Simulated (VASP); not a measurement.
# NiO (Fm-3m) in VASP: notebook

The runs below take NiO through single point, relaxation of cell and atoms, with PBE+U.

Program: VASP 6.6.1. These are calculated values, not measurements. Logs are shortened: lines on timing, memory, paths and dates and some standing lists are left out, and cuts for length are marked.

### Step 1. The cell of the first run

It takes space group Fm-3m (No. 225, cubic). The conventional cell has a = 4.267 Å, b = 4.267 Å, c = 4.267 Å, α = 90.00°, β = 90.00°, γ = 90.00°. Ni (site symmetry m-3m) has 6 O at 2.13 Å within 2.8 Å. O (site symmetry m-3m) has 6 Ni at 2.13 Å within 2.8 Å.

### Step 2. Single point, PBE+U, collinear spin, ferromagnetic start

Input file INCAR:

```
SYSTEM = NiO
PREC = Accurate
ENCUT = 520
EDIFF = 1E-6
ISMEAR = 0
SIGMA = 0.1
LREAL = .False.
LASPH = .True.
NELM = 150
ALGO = Normal
ISIF = 2
LWAVE = .False.
LCHARG = .True.
ISPIN = 2
MAGMOM = 1.89 0.22
LORBIT = 11
LMAXMIX = 4
LDAU = .True.
LDAUTYPE = 2
LDAUL = 2 -1
LDAUU = 6.2 0
LDAUJ = 0 0
LDAUPRINT = 1
GGA = PE
LELF = .True.
LVHAR = .True.
NBANDS = 19
```

Input file KPOINTS:

```
Automatic mesh
0
Gamma
  8 8 8
  0 0 0
```

Input file POSCAR:

```
NiO
1.0
    0.0000000000      2.1335499689      2.1335499689
    2.1335499689      0.0000000000      2.1335499689
    2.1335499689      2.1335499689      0.0000000000
Ni O
1 1
Direct
    0.0000000000      0.0000000000      0.0000000000
    0.5000000000      0.5000000000      0.5000000000
```

Potentials or basis: VASP PAW PBE potentials, release 64 (Ni, O).

On the command line:

```bash
cat potpaw_PBE.64/Ni/POTCAR potpaw_PBE.64/O/POTCAR > POTCAR
mpirun -np 1 vasp_std > vasp.out
```

OUTCAR:

```text
SYSTEM = NiO
   PREC = Accurate
   ENCUT = 520
   EDIFF = 1E-6
   ISMEAR = 0
   LREAL = .False.
   LASPH = .True.
   NELM = 150
   ISIF = 2
   ISPIN = 2
   LORBIT = 11
   GGA = PE

 ion  position               nearest neighbor table
   1  0.000  0.000  0.000-   2 2.13   2 2.13   2 2.13   2 2.13   2 2.13   2 2.13
   2  0.500  0.500  0.500-   1 2.13   1 2.13   1 2.13   1 2.13   1 2.13   1 2.13

  LATTYP: Found a face centered cubic cell.
 ALAT       =     4.2670999378

  Lattice vectors:

 A1 = (   0.0000000000,   2.1335499689,   2.1335499689)
 A2 = (   2.1335499689,   0.0000000000,   2.1335499689)
 A3 = (   2.1335499689,   2.1335499689,   0.0000000000)

Analysis of symmetry for initial positions (statically):
[... 25 lines left out ...]
The dynamic configuration has the point symmetry O_h .

Analysis of structural, dynamic, and magnetic symmetry:
=====================================================================
 Subroutine PRICEL returns:
[... 7 lines left out ...]
 out of a pool of 48 trial point group operations.

The overall configuration has the point symmetry O_h .

 Subroutine INISYM returns: Found 48 space group operations
[... 5 lines left out ...]
                                     Primitive cell

  volume of cell :      19.4240

  direct lattice vectors                    reciprocal lattice vectors
     0.000000000  2.133549969  2.133549969    -0.234351202  0.234351202  0.234351202
     2.133549969  0.000000000  2.133549969     0.234351202 -0.234351202  0.234351202
     2.133549969  2.133549969  0.000000000     0.234351202  0.234351202 -0.234351202

  length of vectors
     3.017295302  3.017295302  3.017295302     0.405908189  0.405908189  0.405908189

  position of ions in fractional coordinates (direct lattice)
[... 8 lines left out ...]
----------------------------------------------------------------------------------------

 KPOINTS: Automatic mesh

Automatic generation of k-mesh.
 Grid dimensions read from file:
 generate k-points for:    8    8    8

 Generating k-lattice:

  Cartesian coordinates                     Fractional coordinates (reciprocal lattice)
    -0.029293900  0.029293900  0.029293900     0.125000000  0.000000000  0.000000000
     0.029293900 -0.029293900  0.029293900     0.000000000  0.125000000  0.000000000
     0.029293900  0.029293900 -0.029293900     0.000000000  0.000000000  0.125000000

  Length of vectors
     0.050738524  0.050738524  0.050738524

  Shift w.r.t. Gamma in fractional coordinates (k-lattice)
     0.000000000  0.000000000  0.000000000

 Subroutine IBZKPT returns following result:
 ===========================================

 Found     29 irreducible k-points:

 Following reciprocal coordinates:
            Coordinates               Weight
  0.000000  0.000000  0.000000      1.000000
  0.125000  0.000000  0.000000      8.000000
  0.250000  0.000000  0.000000      8.000000
  0.375000  0.000000  0.000000      8.000000
  0.500000  0.000000  0.000000      4.000000
  0.125000  0.125000  0.000000      6.000000
[... 16 lines left out ...]
  0.500000  0.250000  0.125000     48.000000
 -0.375000  0.250000  0.125000     24.000000
 [... further k-points ...]
   k-points           NKPTS =     29   k-points in BZ     NKDIM =     29   number of bands    NBANDS=     19
   number of dos      NEDOS =    301   number of ions     NIONS =      2
   total plane-waves  NPLWV =  13824
   dimension x,y,z NGX =    24 NGY =   24 NGZ =   24
   dimension x,y,z NGXF=    48 NGYF=   48 NGZF=   48
   ions per type =               1   1
   NGX,Y,Z   is equivalent  to a cutoff of  13.22, 13.22, 13.22 a.u.
   NGXF,Y,Z  is equivalent  to a cutoff of  26.45, 26.45, 26.45 a.u.
 SYSTEM =  NiO
   PREC   = accura    normal or accurate (medium, high low for compatibility)
   ISTART =      0    job   : 0-new  1-cont  2-samecut
   ICHARG =      2    charge: 1-file 2-atom 10-const
   ISPIN  =      2    spin polarized calculation?
   LNONCOLLINEAR =      F non collinear calculations
   LSORBIT =      F    spin-orbit coupling
   LASPH  =      T    aspherical Exc in radial PAW
   ENCUT  =  520.0 eV  38.22 Ry    6.18 a.u.   5.61  5.61  5.61*2*pi/ulx,y,z
   NELM   =    150;   NELMIN=  2; NELMDL= -5     # of ELM steps
   EDIFF  = 0.1E-05   stopping-criterion for ELM
   LREAL  =      F    real-space projection
   EDIFFG = 0.1E-04   stopping-criterion for IOM
   NSW    =      0    number of steps for IOM
   IBRION =     -1    ionic relax: 0-MD 1-quasi-New 2-CG
   NFREE  =      0    steps in history (QN), initial steepest desc. (CG)
   ISIF   =      2    stress and relaxation
   ISYM   =      2    0-nonsym 1-usesym 2-fastsym
   POTIM  = 0.5000    time-step for ionic-motion
   TEBEG  =    0.0;   TEEND  =   0.0 temperature during run
   PSTRESS=    0.0 pullay stress
   NELECT =      16.0000    total number of electrons
   NUPDOWN=      -1.0000    fix difference up-down
   EMIN   =  10.00;   EMAX   =-10.00  energy-range for DOS
   EFERMI =   0.00;   METHOD = LEGACY
   ISMEAR =     0;   SIGMA  =   0.10  broadening in eV -4-tet -1-fermi 0-gaus
   EFERMI_NEDOS =   21; number of points for ismear=-14 and -15
   IALGO  =     38    algorithm
   IMIX   =      4    mixing-type and parameters
     AMIX     =   0.40;   BMIX     =  1.00
     AMIX_MAG =   1.60;   BMIX_MAG =  1.00
  volume/ion in A,a.u.               =       9.71        65.54
  Fermi-wavevector in a.u.,A,eV,Ry     =   1.534624  2.900019 32.042687  2.355071
  Thomas-Fermi vector in A             =   2.641526
   LORBIT       =     11    0 simple, 1 ext, 2 COOP (PROOUT), +10 PAW based schemes
 LDA+U is selected, type is set to LDAUTYPE =  2
   angular momentum for each species LDAUL =     2   -1
   U (eV)           for each species LDAUU =   6.2  0.0
   J (eV)           for each species LDAUJ =   0.0  0.0
   GGA     = PE    functional components
   LHFCALC =     F    Hartree Fock is set to
   AEXX    =    0.0000 exact exchange contribution
   IVDW    =     0    specifies the selected vdW correction
   LEPSILON=     F    determine dielectric tensor
   LRPA    =     F    only Hartree local field effects (RPA)
 spin polarized calculation
 Gauss-broadening in eV      SIGMA  =   0.10
  energy-cutoff  :      520.00
  volume of cell :       19.42
 maximum number of plane-waves:       544
 NGX is ok and might be reduce to    24
   NGX = 11   NGY = 11   NGZ = 11

atom =   1  type =  1  l = 2

 onsite density matrix

spin component  1

  0.9818  0.0000 -0.0000 -0.0000 -0.0000
  0.0000  0.9818 -0.0000 -0.0000 -0.0000
 -0.0000 -0.0000  1.0279 -0.0000  0.0000
 -0.0000 -0.0000 -0.0000  0.9818 -0.0000
 -0.0000 -0.0000  0.0000 -0.0000  1.0279

spin component  2

  0.9805  0.0000  0.0000 -0.0000  0.0000
  0.0000  0.9805 -0.0000 -0.0000 -0.0000
  0.0000 -0.0000  0.1273 -0.0000  0.0000
 -0.0000 -0.0000 -0.0000  0.9805  0.0000
  0.0000 -0.0000  0.0000  0.0000  0.1273

 occupancies and eigenvectors

  o =  0.1273  v =  0.0000  0.0000  0.0000  0.0000  0.0000  0.0000 -0.0000 -1.0000 -0.0000  0.0002      0.0000  0.0000  0.0000  0.0000  0.0000  0.0000  0.0000  0.0000  0.0000  0.0000
  o =  0.1273  v =  0.0000  0.0000  0.0000  0.0000  0.0000  0.0000  0.0000 -0.0002  0.0000 -1.0000      0.0000  0.0000  0.0000  0.0000  0.0000  0.0000  0.0000  0.0000  0.0000  0.0000
  o =  0.9805  v =  0.0000  0.0000  0.0000  0.0000  0.0000  0.0000 -0.0606 -0.0000  0.9982  0.0000      0.0000  0.0000  0.0000  0.0000  0.0000  0.0000  0.0000  0.0000  0.0000  0.0000
  o =  0.9805  v =  0.0000  0.0000  0.0000  0.0000  0.0000  1.0000  0.0000  0.0000  0.0000  0.0000      0.0000  0.0000  0.0000  0.0000  0.0000  0.0000  0.0000  0.0000  0.0000  0.0000
  o =  0.9805  v =  0.0000  0.0000  0.0000  0.0000  0.0000  0.0000  0.9982  0.0000  0.0606  0.0000      0.0000  0.0000  0.0000  0.0000  0.0000  0.0000  0.0000  0.0000  0.0000  0.0000
  o =  0.9818  v =  0.0000  0.8510  0.0000  0.5252 -0.0000  0.0000  0.0000  0.0000  0.0000  0.0000      0.0000  0.0000  0.0000  0.0000  0.0000  0.0000  0.0000  0.0000  0.0000  0.0000
  o =  0.9818  v =  0.0000 -0.5252 -0.0000  0.8510  0.0000  0.0000  0.0000  0.0000  0.0000  0.0000      0.0000  0.0000  0.0000  0.0000  0.0000  0.0000  0.0000  0.0000  0.0000  0.0000
  o =  0.9818  v =  1.0000  0.0000  0.0000  0.0000  0.0000  0.0000  0.0000  0.0000  0.0000  0.0000      0.0000  0.0000  0.0000  0.0000  0.0000  0.0000  0.0000  0.0000  0.0000  0.0000
  o =  1.0279  v =  0.0000  0.0000 -0.0010  0.0000  1.0000  0.0000  0.0000  0.0000  0.0000  0.0000      0.0000  0.0000  0.0000  0.0000  0.0000  0.0000  0.0000  0.0000  0.0000  0.0000
  o =  1.0279  v =  0.0000  0.0000 -1.0000  0.0000 -0.0010  0.0000  0.0000  0.0000  0.0000  0.0000      0.0000  0.0000  0.0000  0.0000  0.0000  0.0000  0.0000  0.0000  0.0000  0.0000

 number of electron      16.0000010 magnetization       1.9999976

 Free energy of the ion-electron system (eV)
  ---------------------------------------------------
  ext. energy  EPLUGINS =         0.00000000
  ---------------------------------------------------
  free energy    TOTEN  =       -10.14215142 eV

  energy without entropy =      -10.14215142  energy(sigma->0) =      -10.14215142

 E-fermi :   6.3909     XC(G=0): -12.2744

 val. band max:        5.9356532286   @ k =   0.5000   0.0000   0.0000
 cond. band min:       8.2978428340   @ k =   0.0000   0.0000   0.0000
 fundamental gap:      2.3621896054
 Fermi energy:         6.3908787396

 spin component 1

 k-point     1 :       0.0000    0.0000    0.0000
  band No.  band energies     occupation
      1     -12.3593      1.00000
      2      -0.1195      1.00000
      3      -0.1194      1.00000
      4       0.9941      1.00000
      5       0.9942      1.00000
      6       0.9942      1.00000
[... 11 lines left out ...]
     18      28.9445      0.00000
     19      28.9446      0.00000

 k-point     2 :       0.1250    0.0000    0.0000
  band No.  band energies     occupation
      1     -12.1977      1.00000
      2      -0.2788      1.00000
      3      -0.2787      1.00000
      4       0.8428      1.00000
      5       1.0353      1.00000
      6       1.0354      1.00000
[... 11 lines left out ...]
     18      31.5778      0.00000
     19      31.5778      0.00000

 k-point     3 :       0.2500    0.0000    0.0000
  band No.  band energies     occupation
      1     -11.7780      1.00000
      2      -0.6492      1.00000
      3      -0.6491      1.00000
      4       0.1776      1.00000
      5       1.1800      1.00000
      6       1.1801      1.00000
[... 434 lines left out ...]
      1     -11.2413      1.00000
      2      -0.9964      1.00000
      3      -0.8296      1.00000
      4       0.0733      1.00000
      5       1.1280      1.00000
      6       1.4273      1.00000
[... 11 lines left out ...]
     18      35.5789      0.00000
     19      36.2907      0.00000

 k-point    24 :      -0.3750    0.2500    0.1250
  band No.  band energies     occupation
      1     -11.1070      1.00000
      2      -0.9835      1.00000
      3      -0.6525      1.00000
      4      -0.5159      1.00000
      5       1.2058      1.00000
      6       1.5137      1.00000
[... 11 lines left out ...]
     18      35.2252      0.00000
     19      35.9988      0.00000

 [... further k-points ...]

 spin component 2

 k-point     1 :       0.0000    0.0000    0.0000
  band No.  band energies     occupation
      1     -12.0678      1.00000
      2       1.9939      1.00000
      3       1.9944      1.00000
      4       1.9946      1.00000
      5       5.0817      1.00000
      6       5.0817      1.00000
[... 11 lines left out ...]
     18      34.3240      0.00000
     19      34.3243      0.00000

 k-point     2 :       0.1250    0.0000    0.0000
  band No.  band energies     occupation
      1     -11.9046      1.00000
      2       1.7773      1.00000
      3       2.0193      1.00000
      4       2.0197      1.00000
      5       4.2875      1.00000
      6       4.8521      1.00000
[... 11 lines left out ...]
     18      36.0582      0.00000
     19      36.0585      0.00000

 k-point     3 :       0.2500    0.0000    0.0000
  band No.  band energies     occupation
      1     -11.4806      1.00000
      2       0.8602      1.00000
      3       2.0583      1.00000
      4       2.0587      1.00000
      5       3.6309      1.00000
      6       4.4566      1.00000
[... 434 lines left out ...]
      1     -10.8159      1.00000
      2       0.2824      1.00000
      3       1.4430      1.00000
      4       2.3573      1.00000
      5       3.3364      1.00000
      6       3.7475      1.00000
[... 11 lines left out ...]
     18      37.0608      0.00000
     19      38.8062      0.00000

 k-point    24 :      -0.3750    0.2500    0.1250
  band No.  band energies     occupation
      1     -10.6526      1.00000
      2      -0.0672      1.00000
      3       1.5494      1.00000
      4       2.3551      1.00000
      5       3.5158      1.00000
      6       3.8165      1.00000
[... 11 lines left out ...]
     18      37.1842      0.00000
     19      38.2371      0.00000

 [... further k-points ...]
[... 5 lines left out ...]
  --------------------------------------------------------------------------------------
  -------------------------------------------------------------------------------------
  Total       -0.9907570     -0.9907570     -0.9907570      0.0000000      0.0000000      0.0000000
  in kB      -81.7220527    -81.7220527    -81.7220527      0.0000000      0.0000000      0.0000000
  external PRESSURE =     -81.7220527 kB  Pullay stress =       0.0000000 kB

 VOLUME and BASIS-vectors are now :
 -----------------------------------------------------------------------------
  energy-cutoff  :      520.00
  volume of cell :       19.42
      direct lattice vectors                 reciprocal lattice vectors
     0.000000000  2.133549969  2.133549969    -0.234351202  0.234351202  0.234351202
     2.133549969  0.000000000  2.133549969     0.234351202 -0.234351202  0.234351202
     2.133549969  2.133549969  0.000000000     0.234351202  0.234351202 -0.234351202

 POSITION                                       TOTAL-FORCE (eV/Angst)
 -----------------------------------------------------------------------------------
      0.00000      0.00000      0.00000        -0.000000     -0.000000      0.000000
      2.13355      2.13355      2.13355         0.000000      0.000000      0.000000
 -----------------------------------------------------------------------------------
    total drift:                                0.000000     -0.000000     -0.000000

  FREE ENERGIE OF THE ION-ELECTRON SYSTEM (eV)
  ---------------------------------------------------
  free  energy   TOTEN  =       -10.1421514165 eV

  energy  without entropy=      -10.1421514165  energy(sigma->0) =      -10.14215142

 total charge

# of ion       s       p       d       tot
------------------------------------------
    1        0.326   0.379   8.173   8.878
    2        1.548   3.449   0.000   4.997
--------------------------------------------------
tot          1.874   3.828   8.173  13.875

 magnetization (x)

# of ion       s       p       d       tot
------------------------------------------
    1        0.012   0.012   1.803   1.827
    2        0.016   0.147   0.000   0.163
--------------------------------------------------
tot          0.028   0.159   1.803   1.990
```

Wall time 15 s (1 thread of Intel Xeon Platinum 8375C at 2.90GHz (Ice Lake), shared host); peak memory 0.15 GiB.

What came out:

* Free energy: -10.1422 eV
* Pressure: -8.2 GPa
* Band gap on the k mesh: 2.36 eV, indirect (least direct gap 3.22 eV)
* Net moment: 2.00 μB per cell
* Site moments: Ni +1.83; O +0.16 μB
* Valence electrons inside the program's atomic spheres: Ni 8.88; O 5.00

Levels at points of the mesh, in eV from the valence-band top:
Spin up:
```tsv
k point	band 7	band 8	band 9	band 10	band 11	band 12
(0.00, 0.00, 0.00)	-1.18	-1.18	-1.18	2.36	17.57	17.57
(0.50, 0.00, 0.00)	-3.11	0.00	0.00	6.59	10.55	14.57
(0.50, 0.50, 0.00)	-4.22	-2.46	-2.46	6.63	11.38	11.51
```
Spin down:
```tsv
k point	band 4	band 5	band 6	band 7	band 8	band 9	band 10	band 11
(0.00, 0.00, 0.00)	-3.94	-0.85	-0.85	-0.85	2.62	2.62	2.71	17.82
(0.50, 0.00, 0.00)	-3.89	-2.24	-1.79	-1.79	4.73	4.73	6.76	11.00
(0.50, 0.50, 0.00)	-3.15	-3.15	-2.16	-2.16	3.03	3.37	7.27	11.65
```

Eigenvalues of the final occupation matrices:
| site | spin | trace | eigenvalues |
| --- | --- | --- | --- |
| site 1 d | 1 | 5.00 | 0.98 0.98 0.98 1.03 1.03 |
| site 1 d | 2 | 3.20 | 0.13 0.13 0.98 0.98 0.98 |

Caveat: a cell with one magnetic atom can't hold antiferromagnetic order, which such compounds often take. The state reached can hang on the start; a lower one may exist.

(Part 1 of 2 ends here.)
